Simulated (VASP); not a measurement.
# GaN (P6_3mc) in VASP: further runs

GaN is run at these levels: PBEsol; tasks: single point.

All numbers are computed with VASP 6.6.1; they aren't measurements. Logs are shortened: lines on timing, memory, paths and dates and some standing lists are left out, and cuts for length are marked.

## Step 1: The cell of the first run

The structure is hexagonal, space group P6_3mc (No. 186). Conventional cell: a = 2.960 Å, b = 2.960 Å, c = 4.978 Å, α = 90.00°, β = 90.00°, γ = 120.00°. Ga (site symmetry 3m) has 4 N at 1.82 to 1.87 Å within 2.4 Å. Within 2.4 Å of N (site symmetry 3m) lie 4 Ga at 1.82 to 1.87 Å.

## Step 2: Single point, PBEsol

File INCAR:

```
SYSTEM = GaN
PREC = Accurate ; ENCUT = 520
EDIFF = 1E-7 ; ISMEAR = 0
SIGMA = 0.05 ; LREAL = .False.
LASPH = .True. ; NELM = 100
ALGO = Normal ; ISIF = 2
LWAVE = .False. ; LCHARG = .True.
GGA = PS ; LELF = .True.
LVHAR = .True. ; NBANDS = 26
```

File KPOINTS:

```
regular mesh
0
Gamma
  12 12 6
  0 0 0
```

File POSCAR:

```
GaN
1.0
    2.9597000000      0.0000000000      0.0000000000
   -1.4798500000      2.5631753876      0.0000000000
    0.0000000000      0.0000000000      4.9777000000
Ga N
2 2
Direct
    0.3333333333      0.6666666667      0.9991906513
    0.6666666667      0.3333333333      0.4991906513
    0.3333333333      0.6666666667      0.3758093487
    0.6666666667      0.3333333333      0.8758093487
```

Potentials or basis: VASP PAW PBE potentials, release 64 (Ga_d, N).

Started as:

```sh
$ cat potpaw_PBE.64/Ga_d/POTCAR potpaw_PBE.64/N/POTCAR > POTCAR
$ mpirun -np 1 vasp_std > vasp.out
```

OUTCAR:

```text
SYSTEM = GaN
   PREC = Accurate
   ENCUT = 520
   EDIFF = 1E-7
   ISMEAR = 0
   LREAL = .False.
   LASPH = .True.
   NELM = 100
   ISIF = 2
   GGA = PS

 ion  position               nearest neighbor table
   1  0.333  0.667  0.999-   4 1.82   4 1.82   4 1.82   3 1.87
   2  0.667  0.333  0.499-   3 1.82   3 1.82   3 1.82   4 1.87
   3  0.333  0.667  0.376-   2 1.82   2 1.82   2 1.82   1 1.87
   4  0.667  0.333  0.876-   1 1.82   1 1.82   1 1.82   2 1.87

  LATTYP: Found a hexagonal cell.
 ALAT       =     2.9597000000
 C/A-ratio  =     1.6818258607

  Lattice vectors:

 A1 = (   2.9597000000,   0.0000000000,   0.0000000000)
 A2 = (  -1.4798500000,   2.5631753876,   0.0000000000)
 A3 = (   0.0000000000,   0.0000000000,   4.9777000000)

Analysis of symmetry for initial positions (statically):
=====================================================================
 Subroutine PRICEL returns:
 Original cell was already a primitive cell.

 Routine SETGRP: Setting up the symmetry group for a
 hexagonal supercell.

 Subroutine GETGRP returns: Found 12 space group operations
 (whereof  6 operations were pure point group operations)
 out of a pool of 24 trial point group operations.

The static configuration has the point symmetry C_3v.
 The point group associated with its full space group is C_6v.

Analysis of symmetry for dynamics (positions and initial velocities):
=====================================================================
 Subroutine PRICEL returns:
 Original cell was already a primitive cell.

 Routine SETGRP: Setting up the symmetry group for a
 hexagonal supercell.

 Subroutine GETGRP returns: Found 12 space group operations
 (whereof  6 operations were pure point group operations)
 out of a pool of 24 trial point group operations.

The dynamic configuration has the point symmetry C_3v.
 The point group associated with its full space group is C_6v.

 Subroutine INISYM returns: Found 12 space group operations
 (whereof  6 operations are pure point group operations),
 and found     1 'primitive' translations

----------------------------------------------------------------------------------------

                                     Primitive cell

  volume of cell :      37.7620

  direct lattice vectors                    reciprocal lattice vectors
     2.959700000  0.000000000  0.000000000     0.337872082  0.195070537  0.000000000
    -1.479850000  2.563175388  0.000000000     0.000000000  0.390141075  0.000000000
     0.000000000  0.000000000  4.977700000     0.000000000  0.000000000  0.200895996

  length of vectors
     2.959700000  2.959700000  4.977700000     0.390141075  0.390141075  0.200895996

  position of ions in fractional coordinates (direct lattice)
     0.333333333  0.666666667  0.999190651
     0.666666667  0.333333333  0.499190651
     0.333333333  0.666666667  0.375809349
     0.666666667  0.333333333  0.875809349

  ion indices of the primitive-cell ions
   primitive index   ion index
                 1           1
                 2           2
                 3           3
                 4           4

----------------------------------------------------------------------------------------

 KPOINTS: regular mesh

Automatic generation of k-mesh.
 Grid dimensions read from file:
 generate k-points for:   12   12    6

 Generating k-lattice:

  Cartesian coordinates                     Fractional coordinates (reciprocal lattice)
     0.028156007  0.016255878  0.000000000     0.083333333  0.000000000  0.000000000
     0.000000000  0.032511756  0.000000000     0.000000000  0.083333333  0.000000000
     0.000000000  0.000000000  0.033482666     0.000000000  0.000000000  0.166666667

  Length of vectors
     0.032511756  0.032511756  0.033482666

  Shift w.r.t. Gamma in fractional coordinates (k-lattice)
     0.000000000  0.000000000  0.000000000

 Subroutine IBZKPT returns following result:
 ===========================================

 Found     76 irreducible k-points:

 Following reciprocal coordinates:
            Coordinates               Weight
  0.000000  0.000000  0.000000      1.000000
  0.083333  0.000000  0.000000      6.000000
  0.166667 -0.000000  0.000000      6.000000
  0.250000  0.000000  0.000000      6.000000
  0.333333  0.000000  0.000000      6.000000
  0.416667  0.000000  0.000000      6.000000
[... 16 lines left out ...]
  0.250000  0.000000  0.166667     12.000000
  0.333333  0.000000  0.166667     12.000000
 [... further k-points ...]
   k-points           NKPTS =     76   k-points in BZ     NKDIM =     76   number of bands    NBANDS=     26
   number of dos      NEDOS =    301   number of ions     NIONS =      4
   total plane-waves  NPLWV =  23040
   dimension x,y,z NGX =    24 NGY =   24 NGZ =   40
   dimension x,y,z NGXF=    48 NGYF=   48 NGZF=   80
   ions per type =               2   2
   NGX,Y,Z   is equivalent  to a cutoff of  13.48, 13.48, 13.36 a.u.
   NGXF,Y,Z  is equivalent  to a cutoff of  26.96, 26.96, 26.72 a.u.
 SYSTEM =  GaN
   PREC   = accura    normal or accurate (medium, high low for compatibility)
   ISTART =      0    job   : 0-new  1-cont  2-samecut
   ICHARG =      2    charge: 1-file 2-atom 10-const
   ISPIN  =      1    spin polarized calculation?
   LNONCOLLINEAR =      F non collinear calculations
   LSORBIT =      F    spin-orbit coupling
   LASPH  =      T    aspherical Exc in radial PAW
   ENCUT  =  520.0 eV  38.22 Ry    6.18 a.u.   5.50  5.50  9.26*2*pi/ulx,y,z
   NELM   =    100;   NELMIN=  2; NELMDL= -5     # of ELM steps
   EDIFF  = 0.1E-06   stopping-criterion for ELM
   LREAL  =      F    real-space projection
   EDIFFG = 0.1E-05   stopping-criterion for IOM
   NSW    =      0    number of steps for IOM
   IBRION =     -1    ionic relax: 0-MD 1-quasi-New 2-CG
   NFREE  =      0    steps in history (QN), initial steepest desc. (CG)
   ISIF   =      2    stress and relaxation
   ISYM   =      2    0-nonsym 1-usesym 2-fastsym
   POTIM  = 0.5000    time-step for ionic-motion
   TEBEG  =    0.0;   TEEND  =   0.0 temperature during run
   PSTRESS=    0.0 pullay stress
   NELECT =      36.0000    total number of electrons
   NUPDOWN=      -1.0000    fix difference up-down
   EMIN   =  10.00;   EMAX   =-10.00  energy-range for DOS
   EFERMI =   0.00;   METHOD = LEGACY
   ISMEAR =     0;   SIGMA  =   0.05  broadening in eV -4-tet -1-fermi 0-gaus
   EFERMI_NEDOS =   21; number of points for ismear=-14 and -15
   IALGO  =     38    algorithm
   IMIX   =      4    mixing-type and parameters
     AMIX     =   0.40;   BMIX     =  1.00
     AMIX_MAG =   1.60;   BMIX_MAG =  1.00
  volume/ion in A,a.u.               =       9.44        63.71
  Fermi-wavevector in a.u.,A,eV,Ry     =   1.611230  3.044782 35.321550  2.596061
  Thomas-Fermi vector in A             =   2.706653
   LORBIT       =      0    0 simple, 1 ext, 2 COOP (PROOUT), +10 PAW based schemes
   GGA     = PS    functional components
   LHFCALC =     F    Hartree Fock is set to
   AEXX    =    0.0000 exact exchange contribution
   IVDW    =     0    specifies the selected vdW correction
   LEPSILON=     F    determine dielectric tensor
   LRPA    =     F    only Hartree local field effects (RPA)
 non-spin polarized calculation
 Gauss-broadening in eV      SIGMA  =   0.05
  energy-cutoff  :      520.00
  volume of cell :       37.76
 maximum number of plane-waves:      1051
 NGX is ok and might be reduce to    24
   NGX = 11   NGY = 11   NGZ = 19

 number of electron      36.0000017 magnetization

 Free energy of the ion-electron system (eV)
  ---------------------------------------------------
  ext. energy  EPLUGINS =         0.00000000
  ---------------------------------------------------
  free energy    TOTEN  =       -25.15242818 eV

  energy without entropy =      -25.15242818  energy(sigma->0) =      -25.15242818

 E-fermi :   7.7639     XC(G=0): -12.9689

 val. band max:        7.5629585614   @ k =   0.0000   0.0000   0.0000
 cond. band min:      10.5336895158   @ k =   0.0000   0.0000   0.0000
 fundamental gap:      2.9707309544
 Fermi energy:         7.7638745178

 k-point     1 :       0.0000    0.0000    0.0000
  band No.  band energies     occupation
      1     -10.3363      2.00000
      2      -8.8225      2.00000
      3      -6.2462      2.00000
      4      -6.2387      2.00000
      5      -6.2387      2.00000
      6      -6.1417      2.00000
[... 18 lines left out ...]
     25      20.7654      0.00000
     26      20.7654      0.00000

 k-point     2 :       0.0833    0.0000    0.0000
  band No.  band energies     occupation
      1     -10.2374      2.00000
      2      -8.7837      2.00000
      3      -6.2477      2.00000
      4      -6.2195      2.00000
      5      -6.2123      2.00000
      6      -6.1309      2.00000
[... 18 lines left out ...]
     25      20.2946      0.00000
     26      20.9596      0.00000

 k-point     3 :       0.1667   -0.0000    0.0000
  band No.  band energies     occupation
      1      -9.9592      2.00000
      2      -8.6848      2.00000
      3      -6.2212      2.00000
      4      -6.1717      2.00000
      5      -6.1616      2.00000
      6      -6.0852      2.00000
[... 18 lines left out ...]
     25      20.0607      0.00000
     26      21.0881      0.00000

 k-point     4 :       0.2500    0.0000    0.0000
  band No.  band energies     occupation
      1      -9.5628      2.00000
      2      -8.5686      2.00000
      3      -6.1787      2.00000
      4      -6.1217      2.00000
      5      -6.0791      2.00000
      6      -5.9754      2.00000
[... 18 lines left out ...]
     25      19.8237      0.00000
     26      21.3758      0.00000
[... 496 lines left out ...]
      1      -9.8643      2.00000
      2      -8.7465      2.00000
      3      -6.2152      2.00000
      4      -6.1660      2.00000
      5      -6.1598      2.00000
      6      -6.0914      2.00000
[... 18 lines left out ...]
     25      19.7223      0.00000
     26      21.1023      0.00000

 k-point    23 :       0.2500    0.0000    0.1667
  band No.  band energies     occupation
      1      -9.4813      2.00000
      2      -8.6105      2.00000
      3      -6.1783      2.00000
      4      -6.1115      2.00000
      5      -6.0965      2.00000
      6      -5.9689      2.00000
[... 18 lines left out ...]
     25      19.7261      0.00000
     26      21.7242      0.00000

 k-point    24 :       0.3333    0.0000    0.1667
  band No.  band energies     occupation
      1      -9.0953      2.00000
      2      -8.5013      2.00000
      3      -6.1734      2.00000
      4      -6.0777      2.00000
      5      -6.0313      2.00000
      6      -5.8754      2.00000
[... 18 lines left out ...]
     25      19.7974      0.00000
     26      22.1043      0.00000

 [... further k-points ...]

------------------------ aborting loop because EDIFF is reached ----------------------------------------

  FORCE on cell =-STRESS in cart. coord.  units (eV):
  Direction    XX          YY          ZZ          XY          YZ          ZX
  --------------------------------------------------------------------------------------
  -------------------------------------------------------------------------------------
  Total       14.0100906     14.0100906      9.0880416      0.0000000     -0.0000000      0.0000000
  in kB      594.4246243    594.4246243    385.5903461      0.0000000     -0.0000000      0.0000000
  external PRESSURE =     524.8131982 kB  Pullay stress =       0.0000000 kB

 VOLUME and BASIS-vectors are now :
 -----------------------------------------------------------------------------
  energy-cutoff  :      520.00
  volume of cell :       37.76
      direct lattice vectors                 reciprocal lattice vectors
     2.959700000  0.000000000  0.000000000     0.337872082  0.195070537  0.000000000
    -1.479850000  2.563175388  0.000000000     0.000000000  0.390141075  0.000000000
     0.000000000  0.000000000  4.977700000     0.000000000  0.000000000  0.200895996

 POSITION                                       TOTAL-FORCE (eV/Angst)
 -----------------------------------------------------------------------------------
     -0.00000      1.70878      4.97367        -0.000000      0.000000      0.767304
      1.47985      0.85439      2.48482         0.000000     -0.000000      0.767304
     -0.00000      1.70878      1.87067        -0.000000      0.000000     -0.767304
      1.47985      0.85439      4.35952         0.000000      0.000000     -0.767304
 -----------------------------------------------------------------------------------
    total drift:                               -0.000000     -0.000000      0.000395

  FREE ENERGIE OF THE ION-ELECTRON SYSTEM (eV)
  ---------------------------------------------------
  free  energy   TOTEN  =       -25.1524281795 eV

  energy  without entropy=      -25.1524281795  energy(sigma->0) =      -25.15242818
```

Run time: 31 s. Hardware: 1 thread of Intel Xeon 6975P-C (Granite Rapids), shared host; peak memory 0.19 GiB.

What came out:

| Property | Result |
| --- | --- |
| Free energy | -25.1524 eV |
| Pressure | 52.5 GPa |
| Largest force | 0.767 eV/Å |
| Band gap on the k mesh | 2.97 eV, direct |

Forces on the atoms (eV/Å):
```
Ga   0.000  0.000  0.767
Ga   0.000  0.000  0.767
N    0.000  0.000 -0.767
N    0.000  0.000 -0.767
```

Stress tensor (GPa, compression positive):
```
59.44  0.00  0.00
 0.00 59.44  0.00
 0.00  0.00 38.56
```

Levels at points of the mesh, in eV from the valence-band top:
| k point | band 16 | band 17 | band 18 | band 19 | band 20 | band 21 |
| --- | --- | --- | --- | --- | --- | --- |
| (0.00, 0.00, 0.00) | -0.24 | 0.00 | 0.00 | 2.97 | 5.75 | 9.86 |
| (0.50, 0.00, 0.00) | -3.42 | -2.91 | -1.37 | 5.60 | 5.86 | 6.80 |
| (0.00, 0.00, 0.50) | -0.60 | -0.60 | -0.60 | 5.49 | 5.49 | 9.12 |
| (0.50, 0.00, 0.50) | -2.55 | -2.47 | -2.47 | 4.68 | 4.68 | 8.70 |

Caveat: the PAW data sets were made with another functional, which shifts forces and pressure a little.

## Step 3: Single point, PBEsol

This run uses another cell than the first one, of 10.33 Å³/atom, 1.095 times its volume.

File INCAR:

```
SYSTEM = GaN
  PREC = Accurate
  ENCUT = 520
  EDIFF = 1E-6
  ISMEAR = 0
  SIGMA = 0.05
  LREAL = .False.
  LASPH = .True.
  NELM = 80
  ALGO = Normal
  ISIF = 2
  LWAVE = .False.
  LCHARG = .True.
  GGA = PS
  LELF = .True.
  LVHAR = .True.
  NBANDS = 26
```

KPOINTS is that of step 2.

File POSCAR:

```
GaN
1.0
    3.0339000000      0.0000000000      0.0000000000
   -1.5169500000      2.6274344725      0.0000000000
    0.0000000000      0.0000000000      5.1851394219
Ga N
2 2
Direct
    0.3333333333      0.6666666667      0.9991906513
    0.6666666667      0.3333333333      0.4991906513
    0.3333333333      0.6666666667      0.3758093487
    0.6666666667      0.3333333333      0.8758093487
```

Potentials or basis: VASP PAW PBE potentials, release 64 (Ga_d, N).

Started as:

```sh
$ cat potpaw_PBE.64/Ga_d/POTCAR potpaw_PBE.64/N/POTCAR > POTCAR
$ mpirun -np 1 vasp_std > vasp.out
```

It took 28 s on 1 thread of Intel Xeon 6975P-C (Granite Rapids), shared host; peak memory 0.2 GiB.

It converged, with:

```
Free energy            : -25.9094 eV
Pressure               : 22.8 GPa
Largest force          : 0.701 eV/Å
Band gap on the k mesh : 2.31 eV, direct
```

Forces in eV/Å, atoms in the order of the input:
```
Ga   0.000  0.000  0.701
Ga   0.000  0.000  0.701
N    0.000  0.000 -0.701
N    0.000  0.000 -0.701
```

Stress tensor (GPa, compression positive):
```
30.64  0.00  0.00
 0.00 30.64  0.00
 0.00  0.00  7.02
```

Levels at points of the mesh, in eV from the valence-band top:
```csv
k point,band 14,band 15,band 16,band 17,band 18,band 19,band 20,band 21,band 22,band 23
"(0.00, 0.00, 0.00)",-1.00,-1.00,-0.28,0.00,0.00,2.31,5.27,9.23,10.36,10.77
"(0.50, 0.00, 0.00)",-6.01,-4.73,-3.00,-2.60,-1.27,5.46,5.62,6.14,9.12,10.41
"(0.00, 0.00, 0.50)",-4.41,-0.51,-0.51,-0.51,-0.51,4.93,4.93,8.57,8.57,11.28
"(0.50, 0.00, 0.50)",-7.31,-2.38,-2.38,-2.20,-2.20,4.38,4.38,8.14,8.14,10.32
```

Caveat: the PAW data sets were made with another functional, which shifts forces and pressure a little.
